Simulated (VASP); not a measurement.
# TiTe2 (k07) (P-3m1) in VASP: notebook

TiTe2 (k07) is run at these levels: PBE+D3(BJ); tasks: single point, relaxation of cell and atoms.

Program: VASP 6.6.1. These are calculated values, not measurements. Logs are shortened: lines on timing, memory, paths and dates and some standing lists are left out, and cuts for length are marked.

**1. The cell of the first run**

The structure is trigonal, space group P-3m1 (No. 164). The conventional cell has a = 3.697 Å, b = 3.697 Å, c = 6.384 Å, α = 90.00°, β = 90.00°, γ = 120.00°. Within 3.6 Å of Ti (site symmetry -3m) lie 6 Te at 2.75 Å. Within 3.6 Å of Te (site symmetry 3m) lie 3 Ti at 2.75 Å.

**2. Single point, PBE+D3(BJ)**

Input file INCAR:

```
ALGO = Normal
EDIFF = 1E-6
ENCUT = 520
GGA = PE
ISIF = 2
ISMEAR = 0
IVDW = 12
LASPH = T
LCHARG = T
LELF = T
LREAL = F
LVHAR = T
LWAVE = F
NBANDS = 19
NELM = 100
PREC = Accurate
SIGMA = 0.1
```

Input file KPOINTS:

```
k-points
0
Gamma
  18 18 10
```

Input file POSCAR:

```
TiTe2
1.0
    3.6972547176      0.0000000000      0.0000000000
   -1.8486273588      3.2019165097      0.0000000000
    0.0000000000      0.0000000000      6.3840086641
Ti Te
1 2
Direct
    0.0000000000      0.0000000000      0.0000000000
    0.6666666667      0.3333333333      0.2710791523
    0.3333333333      0.6666666667      0.7289208477
```

Potentials or basis: VASP PAW PBE potentials, release 64 (Ti_sv, Te).

Launch:

```
> cat potpaw_PBE.64/Ti_sv/POTCAR potpaw_PBE.64/Te/POTCAR > POTCAR
> mpirun -np 1 vasp_std > vasp.out
```

OUTCAR:

```text
EDIFF = 1E-6
   ENCUT = 520
   GGA = PE
   ISIF = 2
   ISMEAR = 0
   IVDW = 12
   LASPH = T
   LREAL = F
   NELM = 100
   PREC = Accurate
 IVDW          = 12

 ion  position               nearest neighbor table
   1  0.000  0.000  0.000-   2 2.75   3 2.75   3 2.75   2 2.75   2 2.75   3 2.75
   2  0.667  0.333  0.271-   1 2.75   1 2.75   1 2.75   3 3.62   3 3.62   3 3.62
   3  0.333  0.667  0.729-   1 2.75   1 2.75   1 2.75   2 3.62   2 3.62   2 3.62

  LATTYP: Found a hexagonal cell.
 ALAT       =     3.6972547176
 C/A-ratio  =     1.7266888953

  Lattice vectors:

 A1 = (   3.6972547176,   0.0000000000,   0.0000000000)
 A2 = (  -1.8486273588,   3.2019165097,   0.0000000000)
 A3 = (   0.0000000000,   0.0000000000,   6.3840086641)

Analysis of symmetry for initial positions (statically):
=====================================================================
 Subroutine PRICEL returns:
 Original cell was already a primitive cell.

 Routine SETGRP: Setting up the symmetry group for a
 hexagonal supercell.

 Subroutine GETGRP returns: Found 12 space group operations
 (whereof 12 operations were pure point group operations)
 out of a pool of 24 trial point group operations.

The static configuration has the point symmetry D_3d.

Analysis of symmetry for dynamics (positions and initial velocities):
=====================================================================
 Subroutine PRICEL returns:
 Original cell was already a primitive cell.

 Routine SETGRP: Setting up the symmetry group for a
 hexagonal supercell.

 Subroutine GETGRP returns: Found 12 space group operations
 (whereof 12 operations were pure point group operations)
 out of a pool of 24 trial point group operations.

The dynamic configuration has the point symmetry D_3d.

 Subroutine INISYM returns: Found 12 space group operations
 (whereof 12 operations are pure point group operations),
 and found     1 'primitive' translations

----------------------------------------------------------------------------------------

                                     Primitive cell

  volume of cell :      75.5758

  direct lattice vectors                    reciprocal lattice vectors
     3.697254718  0.000000000  0.000000000     0.270470951  0.156156476  0.000000000
    -1.848627359  3.201916510  0.000000000     0.000000000  0.312312953  0.000000000
     0.000000000  0.000000000  6.384008664     0.000000000  0.000000000  0.156641391

  length of vectors
     3.697254718  3.697254718  6.384008664     0.312312953  0.312312953  0.156641391

  position of ions in fractional coordinates (direct lattice)
     0.000000000  0.000000000  0.000000000
     0.666666667  0.333333333  0.271079152
     0.333333333  0.666666667  0.728920848

  ion indices of the primitive-cell ions
   primitive index   ion index
                 1           1
                 2           2
                 3           3

----------------------------------------------------------------------------------------

 KPOINTS: k-points

Automatic generation of k-mesh.
 Grid dimensions read from file:
 generate k-points for:   18   18   10

 Generating k-lattice:

  Cartesian coordinates                     Fractional coordinates (reciprocal lattice)
     0.015026164  0.008675360  0.000000000     0.055555556 -0.000000000  0.000000000
     0.000000000  0.017350720  0.000000000     0.000000000  0.055555556  0.000000000
     0.000000000  0.000000000  0.015664139     0.000000000  0.000000000  0.100000000

  Length of vectors
     0.017350720  0.017350720  0.015664139

  Shift w.r.t. Gamma in fractional coordinates (k-lattice)
     0.000000000  0.000000000  0.000000000

 Subroutine IBZKPT returns following result:
 ===========================================

 Found    330 irreducible k-points:

 Following reciprocal coordinates:
            Coordinates               Weight
  0.000000  0.000000  0.000000      1.000000
  0.055556 -0.000000  0.000000      6.000000
  0.111111 -0.000000  0.000000      6.000000
  0.166667  0.000000  0.000000      6.000000
  0.222222 -0.000000  0.000000      6.000000
  0.277778  0.000000  0.000000      6.000000
[... 16 lines left out ...]
  0.333333  0.111111  0.000000     12.000000
  0.388889  0.111111  0.000000     12.000000
 [... further k-points ...]
   k-points           NKPTS =    330   k-points in BZ     NKDIM =    330   number of bands    NBANDS=     19
   number of dos      NEDOS =    301   number of ions     NIONS =      3
   total plane-waves  NPLWV =  37632
   dimension x,y,z NGX =    28 NGY =   28 NGZ =   48
   dimension x,y,z NGXF=    56 NGYF=   56 NGZF=   96
   ions per type =               1   2
   NGX,Y,Z   is equivalent  to a cutoff of  12.59, 12.59, 12.50 a.u.
   NGXF,Y,Z  is equivalent  to a cutoff of  25.18, 25.18, 25.00 a.u.
 SYSTEM =  unknown system
   PREC   = accura    normal or accurate (medium, high low for compatibility)
   ISTART =      0    job   : 0-new  1-cont  2-samecut
   ICHARG =      2    charge: 1-file 2-atom 10-const
   ISPIN  =      1    spin polarized calculation?
   LNONCOLLINEAR =      F non collinear calculations
   LSORBIT =      F    spin-orbit coupling
   LASPH  =      T    aspherical Exc in radial PAW
   ENCUT  =  520.0 eV  38.22 Ry    6.18 a.u.   6.87  6.87 11.87*2*pi/ulx,y,z
   NELM   =    100;   NELMIN=  2; NELMDL= -5     # of ELM steps
   EDIFF  = 0.1E-05   stopping-criterion for ELM
   LREAL  =      F    real-space projection
   EDIFFG = 0.1E-04   stopping-criterion for IOM
   NSW    =      0    number of steps for IOM
   IBRION =     -1    ionic relax: 0-MD 1-quasi-New 2-CG
   NFREE  =      0    steps in history (QN), initial steepest desc. (CG)
   ISIF   =      2    stress and relaxation
   ISYM   =      2    0-nonsym 1-usesym 2-fastsym
   POTIM  = 0.5000    time-step for ionic-motion
   TEBEG  =    0.0;   TEEND  =   0.0 temperature during run
   PSTRESS=    0.0 pullay stress
   NELECT =      24.0000    total number of electrons
   NUPDOWN=      -1.0000    fix difference up-down
   EMIN   =  10.00;   EMAX   =-10.00  energy-range for DOS
   EFERMI =   0.00;   METHOD = LEGACY
   ISMEAR =     0;   SIGMA  =   0.10  broadening in eV -4-tet -1-fermi 0-gaus
   EFERMI_NEDOS =   21; number of points for ismear=-14 and -15
   IALGO  =     38    algorithm
   IMIX   =      4    mixing-type and parameters
     AMIX     =   0.40;   BMIX     =  1.00
     AMIX_MAG =   1.60;   BMIX_MAG =  1.00
  volume/ion in A,a.u.               =      25.19       170.00
  Fermi-wavevector in a.u.,A,eV,Ry     =   1.116909  2.110651 16.973061  1.247485
  Thomas-Fermi vector in A             =   2.253527
   LORBIT       =      0    0 simple, 1 ext, 2 COOP (PROOUT), +10 PAW based schemes
   GGA     = PE    functional components
   LHFCALC =     F    Hartree Fock is set to
   AEXX    =    0.0000 exact exchange contribution
   IVDW    =    12    specifies the selected vdW correction
   LEPSILON=     F    determine dielectric tensor
   LRPA    =     F    only Hartree local field effects (RPA)
 non-spin polarized calculation
 Gauss-broadening in eV      SIGMA  =   0.10
  energy-cutoff  :      520.00
  volume of cell :       75.58
 maximum number of plane-waves:      2064
   NGX = 13   NGY = 13   NGZ = 23

 number of electron      24.0000002 magnetization

 Free energy of the ion-electron system (eV)
  ---------------------------------------------------
  ext. energy  EPLUGINS =         0.00000000
  ---------------------------------------------------
  free energy    TOTEN  =       -16.14876409 eV

  energy without entropy =      -16.14146158  energy(sigma->0) =      -16.14511283

 E-fermi :   7.6106     XC(G=0): -10.1693

 val. band max:        7.6055659508   @ k =   0.3333   0.0000   0.5000
 cond. band min:       7.6119242943   @ k =   0.1111  -0.0000   0.4000
 fundamental gap:      0.0063583435
 Fermi energy:         7.6105771659

 k-point     1 :       0.0000    0.0000    0.0000
  band No.  band energies     occupation
      1     -49.7798      2.00000
      2     -26.0440      2.00000
      3     -26.0440      2.00000
      4     -26.0112      2.00000
      5      -5.1722      2.00000
      6      -3.4740      2.00000
[... 11 lines left out ...]
     18      12.8458      0.00000
     19      13.9180      0.00000

 k-point     2 :       0.0556   -0.0000    0.0000
  band No.  band energies     occupation
      1     -49.7797      2.00000
      2     -26.0456      2.00000
      3     -26.0444      2.00000
      4     -26.0108      2.00000
      5      -5.1348      2.00000
      6      -3.4537      2.00000
[... 11 lines left out ...]
     18      13.1430      0.00000
     19      14.1127      0.00000

 k-point     3 :       0.1111   -0.0000    0.0000
  band No.  band energies     occupation
      1     -49.7793      2.00000
      2     -26.0503      2.00000
      3     -26.0454      2.00000
      4     -26.0097      2.00000
      5      -5.0237      2.00000
      6      -3.3942      2.00000
[... 11 lines left out ...]
     18      13.6731      0.00000
     19      14.5377      0.00000

 k-point     4 :       0.1667    0.0000    0.0000
  band No.  band energies     occupation
      1     -49.7788      2.00000
      2     -26.0574      2.00000
      3     -26.0471      2.00000
      4     -26.0080      2.00000
      5      -4.8427      2.00000
      6      -3.3010      2.00000
[... 11 lines left out ...]
     18      13.7920      0.00000
     19      14.7964      0.00000

 k-point     5 :       0.2222   -0.0000    0.0000
  band No.  band energies     occupation
      1     -49.7781      2.00000
      2     -26.0661      2.00000
      3     -26.0491      2.00000
      4     -26.0060      2.00000
      5      -4.5991      2.00000
      6      -3.1840      2.00000
[... 11 lines left out ...]
     18      13.5546      0.00000
     19      14.4629      0.00000

 k-point     6 :       0.2778    0.0000    0.0000
  band No.  band energies     occupation
      1     -49.7774      2.00000
      2     -26.0754      2.00000
      3     -26.0512      2.00000
      4     -26.0038      2.00000
      5      -4.3042      2.00000
      6      -3.0590      2.00000
[... 11 lines left out ...]
     18      13.3172      0.00000
     19      13.8918      0.00000

 k-point     7 :       0.3333    0.0000    0.0000
  band No.  band energies     occupation
      1     -49.7767      2.00000
      2     -26.0840      2.00000
      3     -26.0532      2.00000
      4     -26.0017      2.00000
      5      -3.9762      2.00000
      6      -2.9499      2.00000
[... 11 lines left out ...]
     18      13.2148      0.00000
     19      13.5189      0.00000

 k-point     8 :       0.3889    0.0000    0.0000
  band No.  band energies     occupation
      1     -49.7762      2.00000
      2     -26.0911      2.00000
      3     -26.0548      2.00000
      4     -26.0000      2.00000
      5      -3.6433      2.00000
      6      -2.8872      2.00000
[... 256 lines left out ...]
 k-point    20 :       0.1667    0.1111    0.0000
  band No.  band energies     occupation
      1     -49.7778      2.00000
      2     -26.0683      2.00000
      3     -26.0510      2.00000
      4     -26.0052      2.00000
      5      -4.4979      2.00000
      6      -3.1367      2.00000
[... 11 lines left out ...]
     18      14.2959      0.00000
     19      14.6449      0.00000

 k-point    21 :       0.2222    0.1111    0.0000
  band No.  band energies     occupation
      1     -49.7772      2.00000
      2     -26.0763      2.00000
      3     -26.0537      2.00000
      4     -26.0031      2.00000
      5      -4.2098      2.00000
      6      -3.0179      2.00000
[... 11 lines left out ...]
     18      13.7371      0.00000
     19      14.1866      0.00000

 k-point    22 :       0.2778    0.1111    0.0000
  band No.  band energies     occupation
      1     -49.7765      2.00000
      2     -26.0838      2.00000
      3     -26.0563      2.00000
      4     -26.0012      2.00000
      5      -3.8909      2.00000
      6      -2.9142      2.00000
[... 11 lines left out ...]
     18      13.2845      0.00000
     19      13.9820      0.00000

 k-point    23 :       0.3333    0.1111    0.0000
  band No.  band energies     occupation
      1     -49.7760      2.00000
      2     -26.0898      2.00000
      3     -26.0584      2.00000
      4     -25.9996      2.00000
      5      -3.5695      2.00000
      6      -2.8540      2.00000
[... 11 lines left out ...]
     18      13.0269      0.00000
     19      13.9043      0.00000

 k-point    24 :       0.3889    0.1111    0.0000
  band No.  band energies     occupation
      1     -49.7757      2.00000
      2     -26.0938      2.00000
      3     -26.0597      2.00000
      4     -25.9986      2.00000
      5      -3.2890      2.00000
      6      -2.8627      2.00000
[... 11 lines left out ...]
     18      12.8930      0.00000
     19      13.8982      0.00000

 [... further k-points ...]

------------------------ aborting loop because EDIFF is reached ----------------------------------------

 Edisp (eV)   -1.56706

 E8    (eV) :    -0.7259

  FORCE on cell =-STRESS in cart. coord.  units (eV):
  Direction    XX          YY          ZZ          XY          YZ          ZX
  --------------------------------------------------------------------------------------
  -------------------------------------------------------------------------------------
  Total      -0.01302    -0.01302    -0.01060     0.00000     0.00000     0.00000
  in kB      -0.27603    -0.27603    -0.22478     0.00000     0.00000     0.00000
  external pressure =       -0.26 kB  Pullay stress =        0.00 kB

 VOLUME and BASIS-vectors are now :
 -----------------------------------------------------------------------------
  energy-cutoff  :      520.00
  volume of cell :       75.58
      direct lattice vectors                 reciprocal lattice vectors
     3.697254718  0.000000000  0.000000000     0.270470951  0.156156476  0.000000000
    -1.848627359  3.201916510  0.000000000     0.000000000  0.312312953  0.000000000
     0.000000000  0.000000000  6.384008664     0.000000000  0.000000000  0.156641391

 POSITION                                       TOTAL-FORCE (eV/Angst)
 -----------------------------------------------------------------------------------
      0.00000      0.00000      0.00000         0.000000      0.000000     -0.000000
      1.84863      1.06731      1.73057        -0.000000      0.000000      0.010573
     -0.00000      2.13461      4.65344         0.000000     -0.000000     -0.010573
 -----------------------------------------------------------------------------------
    total drift:                                0.000000     -0.000000     -0.000000

  FREE ENERGIE OF THE ION-ELECTRON SYSTEM (eV)
  ---------------------------------------------------
  free  energy   TOTEN  =       -17.7158244136 eV

  energy  without entropy=      -17.7085219073  energy(sigma->0) =      -17.71217316
```

It took 5.8 min on 1 thread of Intel Xeon Platinum 8259CL at 2.50GHz (Skylake/Cascade Lake), shared host; peak memory 0.56 GiB.

Results:

```
Free energy                : -17.7158 eV
Pressure                   : 0.0 GPa
Largest force              : 0.011 eV/Å
Band gap on the k mesh     : zero (band 12 reaches 8.04 eV, above the bottom of band 13 at 7.20 eV)
Dispersion energy per atom : -0.522 eV
```

Forces on the atoms (eV/Å):
```
Ti   0.000  0.000  0.000
Te   0.000  0.000  0.011
Te   0.000  0.000 -0.011
```

Caveat: spin-orbit coupling is left out, which moves the levels of the heavy elements.

(Part 1 of 2 ends here.)
